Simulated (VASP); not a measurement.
# Mg3Cd2Te3 (Pm-3m) in VASP: relaxation of cell and atoms with PBE

Aim: the relaxation of cell and atoms of Mg3Cd2Te3 with PBE.

All numbers are computed with VASP 6.6.1; they aren't measurements. Logs are shortened: lines on timing, memory, paths and dates and some standing lists are left out, and cuts for length are marked.

## Step 1: The cell of the first run

It takes space group Pm-3m (No. 221, cubic). The conventional cell has a = 6.071 Å, b = 6.071 Å, c = 6.071 Å, α = 90.00°, β = 90.00°, γ = 90.00°. Mg (site symmetry 4/mmm) has 2 Cd at 3.04 Å and 4 Te at 3.04 Å within 4.0 Å. Within 4.0 Å of Cd (site symmetry m-3m) lie 6 Mg at 3.04 Å. Cd (site symmetry m-3m) has 6 Te at 3.04 Å within 4.0 Å. Te (site symmetry 4/mmm) has 4 Mg at 3.04 Å and 2 Cd at 3.04 Å within 4.0 Å.

The cell was generated, and may not be a known phase.

## Step 2: Relaxation of cell and atoms, PBE

INCAR reads:

```
PREC = Accurate
ENCUT = 600
EDIFF = 1E-6
ISMEAR = 0
SIGMA = 0.1
LREAL = False
LASPH = True
NELM = 100
ALGO = Fast
ISIF = 3
LWAVE = False
LCHARG = False
GGA = PE
IBRION = 2
NSW = 100
EDIFFG = -0.01
```

KPOINTS reads:

```
Automatic mesh
0
Gamma
  6 6 6
```

POSCAR reads:

```
Mg3Cd2Te3
1.0
    6.0710723763      0.0000000000      0.0000000000
    0.0000000000      6.0710723763      0.0000000000
    0.0000000000      0.0000000000      6.0710723763
Mg Cd Te
3 2 3
Direct
    0.5000000000      0.0000000000      0.0000000000
    0.0000000000      0.5000000000      0.0000000000
    0.0000000000      0.0000000000      0.5000000000
    0.0000000000      0.0000000000      0.0000000000
    0.5000000000      0.5000000000      0.5000000000
    0.0000000000      0.5000000000      0.5000000000
    0.5000000000      0.0000000000      0.5000000000
    0.5000000000      0.5000000000      0.0000000000
```

Potentials or basis: VASP PAW PBE potentials, release 64 (Mg, Cd, Te).

Started as:

```bash
$ cat potpaw_PBE.64/Mg/POTCAR potpaw_PBE.64/Cd/POTCAR potpaw_PBE.64/Te/POTCAR > POTCAR
$ mpirun -np 1 vasp_std > vasp.out
```

OUTCAR:

```text
PREC = Accurate
   ENCUT = 600
   EDIFF = 1E-6
   ISMEAR = 0
   LREAL = False
   LASPH = True
   NELM = 100
   ISIF = 3
   GGA = PE
   IBRION = 2
   NSW = 100
   EDIFFG = -0.01

 ion  position               nearest neighbor table
   1  0.500  0.000  0.000-   4 3.04   7 3.04   8 3.04   7 3.04   8 3.04   4 3.04
   2  0.000  0.500  0.000-   4 3.04   6 3.04   8 3.04   6 3.04   4 3.04   8 3.04
   3  0.000  0.000  0.500-   4 3.04   6 3.04   7 3.04   4 3.04   6 3.04   7 3.04
   4  0.000  0.000  0.000-   1 3.04   2 3.04   3 3.04   3 3.04   2 3.04   1 3.04
   5  0.500  0.500  0.500-   6 3.04   7 3.04   8 3.04   8 3.04   7 3.04   6 3.04
   6  0.000  0.500  0.500-   2 3.04   3 3.04   5 3.04   2 3.04   3 3.04   5 3.04
   7  0.500  0.000  0.500-   1 3.04   3 3.04   5 3.04   1 3.04   5 3.04   3 3.04
   8  0.500  0.500  0.000-   1 3.04   2 3.04   5 3.04   5 3.04   1 3.04   2 3.04

  LATTYP: Found a simple cubic cell.
 ALAT       =     6.0710723763

  Lattice vectors:

 A1 = (   6.0710723763,   0.0000000000,   0.0000000000)
 A2 = (   0.0000000000,   6.0710723763,   0.0000000000)
 A3 = (   0.0000000000,   0.0000000000,   6.0710723763)

Analysis of symmetry for initial positions (statically):
=====================================================================
 Subroutine PRICEL returns:
 Original cell was already a primitive cell.

 Routine SETGRP: Setting up the symmetry group for a
 simple cubic supercell.

 Subroutine GETGRP returns: Found 48 space group operations
 (whereof 48 operations were pure point group operations)
 out of a pool of 48 trial point group operations.

The static configuration has the point symmetry O_h .

Analysis of symmetry for dynamics (positions and initial velocities):
=====================================================================
 Subroutine PRICEL returns:
 Original cell was already a primitive cell.

 Routine SETGRP: Setting up the symmetry group for a
 simple cubic supercell.

 Subroutine GETGRP returns: Found 48 space group operations
 (whereof 48 operations were pure point group operations)
 out of a pool of 48 trial point group operations.

The dynamic configuration has the point symmetry O_h .

 Subroutine INISYM returns: Found 48 space group operations
 (whereof 48 operations are pure point group operations),
 and found     1 'primitive' translations

----------------------------------------------------------------------------------------

                                     Primitive cell

  volume of cell :     223.7671

  direct lattice vectors                    reciprocal lattice vectors
     6.071072376  0.000000000  0.000000000     0.164715546  0.000000000  0.000000000
     0.000000000  6.071072376  0.000000000     0.000000000  0.164715546  0.000000000
     0.000000000  0.000000000  6.071072376     0.000000000  0.000000000  0.164715546

  length of vectors
     6.071072376  6.071072376  6.071072376     0.164715546  0.164715546  0.164715546

  position of ions in fractional coordinates (direct lattice)
     0.500000000  0.000000000  0.000000000
     0.000000000  0.500000000  0.000000000
     0.000000000  0.000000000  0.500000000
     0.000000000  0.000000000  0.000000000
     0.500000000  0.500000000  0.500000000
     0.000000000  0.500000000  0.500000000
     0.500000000  0.000000000  0.500000000
     0.500000000  0.500000000  0.000000000

  ion indices of the primitive-cell ions
   primitive index   ion index
                 1           1
                 2           2
                 3           3
                 4           4
                 5           5
                 6           6
[... 85 lines left out ...]
   EFERMI_NEDOS =   21; number of points for ismear=-14 and -15
   IALGO  =     68    algorithm
   IMIX   =      4    mixing-type and parameters
     AMIX     =   0.40;   BMIX     =  1.00
     AMIX_MAG =   1.60;   BMIX_MAG =  1.00
  volume/ion in A,a.u.               =      27.97       188.76
  Fermi-wavevector in a.u.,A,eV,Ry     =   0.979993  1.851919 13.066860  0.960387
  Thomas-Fermi vector in A             =   2.110889
   LORBIT       =      0    0 simple, 1 ext, 2 COOP (PROOUT), +10 PAW based schemes
   GGA     = PE    functional components
   LHFCALC =     F    Hartree Fock is set to
   AEXX    =    0.0000 exact exchange contribution
   IVDW    =     0    specifies the selected vdW correction
   LEPSILON=     F    determine dielectric tensor
   LRPA    =     F    only Hartree local field effects (RPA)
 conjugate gradient relaxation of ions
 non-spin polarized calculation
 RMM-DIIS sequential band-by-band and
 Gauss-broadening in eV      SIGMA  =   0.10
  energy-cutoff  :      600.00
  volume of cell :      223.77
 maximum number of plane-waves:      7568
 NGX is ok and might be reduce to    50
   NGX = 25   NGY = 25   NGZ = 25

--------------------------------------- Ionic step        1  -------------------------------------------

 number of electron      47.9999990 magnetization

 Free energy of the ion-electron system (eV)
  ---------------------------------------------------
  ext. energy  EPLUGINS =         0.00000000
  ---------------------------------------------------
  free energy    TOTEN  =       -18.18643313 eV

  energy without entropy =      -18.16582637  energy(sigma->0) =      -18.17612975

------------------------ aborting loop because EDIFF is reached ----------------------------------------

  FORCE on cell =-STRESS in cart. coord.  units (eV):
  Direction    XX          YY          ZZ          XY          YZ          ZX
  --------------------------------------------------------------------------------------
  -------------------------------------------------------------------------------------
  Total       -1.0094552     -1.0094552     -1.0094552      0.0000000      0.0000000     -0.0000000
  in kB       -7.2277216     -7.2277216     -7.2277216      0.0000000      0.0000000     -0.0000000
  external PRESSURE =      -7.2277216 kB  Pullay stress =       0.0000000 kB

 VOLUME and BASIS-vectors are now :
 -----------------------------------------------------------------------------
  energy-cutoff  :      600.00
  volume of cell :      223.77
      direct lattice vectors                 reciprocal lattice vectors
     6.071072376  0.000000000  0.000000000     0.164715546  0.000000000  0.000000000
     0.000000000  6.071072376  0.000000000     0.000000000  0.164715546  0.000000000
     0.000000000  0.000000000  6.071072376     0.000000000  0.000000000  0.164715546

 POSITION                                       TOTAL-FORCE (eV/Angst)
 -----------------------------------------------------------------------------------
      3.03554      0.00000      0.00000         0.000000      0.000000      0.000000
      0.00000      3.03554      0.00000         0.000000      0.000000      0.000000
      0.00000      0.00000      3.03554         0.000000      0.000000      0.000000
      0.00000      0.00000      0.00000         0.000000      0.000000      0.000000
      3.03554      3.03554      3.03554         0.000000      0.000000      0.000000
      0.00000      3.03554      3.03554         0.000000      0.000000      0.000000
      3.03554      0.00000      3.03554         0.000000      0.000000      0.000000
      3.03554      3.03554      0.00000         0.000000      0.000000      0.000000
 -----------------------------------------------------------------------------------
    total drift:                                0.000000      0.000000      0.000000

  FREE ENERGIE OF THE ION-ELECTRON SYSTEM (eV)
  ---------------------------------------------------
  free  energy   TOTEN  =       -18.1864331343 eV

  energy  without entropy=      -18.1658263653  energy(sigma->0) =      -18.17612975

--------------------------------------- Ionic step        2  -------------------------------------------

 number of electron      47.9999989 magnetization

 Free energy of the ion-electron system (eV)
  ---------------------------------------------------
  ext. energy  EPLUGINS =         0.00000000
  ---------------------------------------------------
  free energy    TOTEN  =       -18.19658143 eV

  energy without entropy =      -18.17668753  energy(sigma->0) =      -18.18663448

 E-fermi :   4.3690     XC(G=0):  -9.1430

 val. band max:        4.3625735873   @ k =   0.5000   0.1667   0.1667
 cond. band min:       4.3814192277   @ k =   0.1667   0.1667   0.0000
 fundamental gap:      0.0188456404
 Fermi energy:         4.3690191408

 k-point     1 :       0.0000    0.0000    0.0000
  band No.  band energies     occupation
      1      -7.8400      2.00000
      2      -6.9578      2.00000
      3      -6.9578      2.00000
      4      -4.8080      2.00000
      5      -4.8080      2.00000
      6      -4.6879      2.00000
[... 629 lines left out ...]
     28       6.5885      0.00000
     29       6.5885      0.00000

------------------------ aborting loop because EDIFF is reached ----------------------------------------

  FORCE on cell =-STRESS in cart. coord.  units (eV):
  Direction    XX          YY          ZZ          XY          YZ          ZX
  --------------------------------------------------------------------------------------
  -------------------------------------------------------------------------------------
  Total       -0.0790620     -0.0790620     -0.0790620     -0.0000000     -0.0000000      0.0000000
  in kB       -0.5765504     -0.5765504     -0.5765504     -0.0000000     -0.0000000      0.0000000
  external PRESSURE =      -0.5765504 kB  Pullay stress =       0.0000000 kB

 VOLUME and BASIS-vectors are now :
 -----------------------------------------------------------------------------
  energy-cutoff  :      600.00
  volume of cell :      219.71
      direct lattice vectors                 reciprocal lattice vectors
     6.034115634  0.000000000 -0.000000000     0.165724368 -0.000000000 -0.000000000
     0.000000000  6.034115634 -0.000000000    -0.000000000  0.165724368 -0.000000000
     0.000000000  0.000000000  6.034115634     0.000000000  0.000000000  0.165724368

 POSITION                                       TOTAL-FORCE (eV/Angst)
 -----------------------------------------------------------------------------------
      3.01706      0.00000     -0.00000        -0.000000     -0.000000      0.000000
      0.00000      3.01706     -0.00000        -0.000000     -0.000000      0.000000
      0.00000      0.00000      3.01706        -0.000000     -0.000000      0.000000
      0.00000      0.00000      0.00000        -0.000000      0.000000      0.000000
      3.01706      3.01706      3.01706         0.000000     -0.000000      0.000000
      0.00000      3.01706      3.01706         0.000000     -0.000000      0.000000
      3.01706      0.00000      3.01706        -0.000000      0.000000      0.000000
      3.01706      3.01706     -0.00000         0.000000      0.000000      0.000000
 -----------------------------------------------------------------------------------
    total drift:                                0.000000      0.000000      0.000000

  FREE ENERGIE OF THE ION-ELECTRON SYSTEM (eV)
  ---------------------------------------------------
  free  energy   TOTEN  =       -18.1965814346 eV

  energy  without entropy=      -18.1766875307  energy(sigma->0) =      -18.18663448

 reached required accuracy - stopping structural energy minimisation
```

Run time: 4.6 min. Hardware: 1 thread of Intel Xeon Platinum 8488C (Sapphire Rapids), shared host; peak memory 0.47 GiB.

Results:

| Property | Result |
| --- | --- |
| Free energy | -18.1966 eV |
| Relaxed volume | 27.46 Å³/atom |
| Relaxed cell | a = 6.034 Å, b = 6.034 Å, c = 6.034 Å, α = 90.00°, β = 90.00°, γ = 90.00° |
| Space group after relaxing (to 0.1 Å) | Pm-3m (No. 221) |
| Energy gained by relaxing | 1.3 meV/atom |
| Ionic steps | 2 |
| Pressure after relaxing | -0.1 GPa |
| Band gap on the k mesh | zero (bands 24 and 25 overlap by 1.95 eV) |

The path:
```
step  energy change (eV)  largest force (eV/Å)  pressure (GPa)  volume (Å³)
   1              0.0000                0.0000           -0.72       223.77
   2             -0.0101                0.0000           -0.06       219.71
```

Final structure:
```
CELL_PARAMETERS angstrom
6.03412 0.00000 0.00000
0.00000 6.03412 0.00000
0.00000 0.00000 6.03412
ATOMIC_POSITIONS crystal
Mg 0.50000 0.00000 0.00000
Mg 0.00000 0.50000 0.00000
Mg 0.00000 0.00000 0.50000
Cd 0.00000 0.00000 0.00000
Cd 0.50000 0.50000 0.50000
Te 0.00000 0.50000 0.50000
Te 0.50000 0.00000 0.50000
Te 0.50000 0.50000 0.00000
```

Levels at points of the mesh, in eV from the Fermi level:
| k point | band 22 | band 23 | band 24 | band 25 | band 26 | band 27 |
| --- | --- | --- | --- | --- | --- | --- |
| (0.00, 0.00, 0.00) | -2.04 | -2.04 | -1.51 | -0.30 | -0.30 | 1.31 |
| (0.50, 0.00, 0.00) | -2.18 | -1.98 | -1.65 | 0.45 | 0.45 | 1.17 |
| (0.50, 0.50, 0.00) | -1.70 | -0.92 | -0.54 | 0.56 | 0.56 | 2.16 |
| (0.50, 0.50, 0.50) | -0.84 | -0.84 | 1.65 | 1.65 | 1.65 | 2.22 |

Caveat: spin-orbit coupling is left out, which moves the levels of the heavy elements.
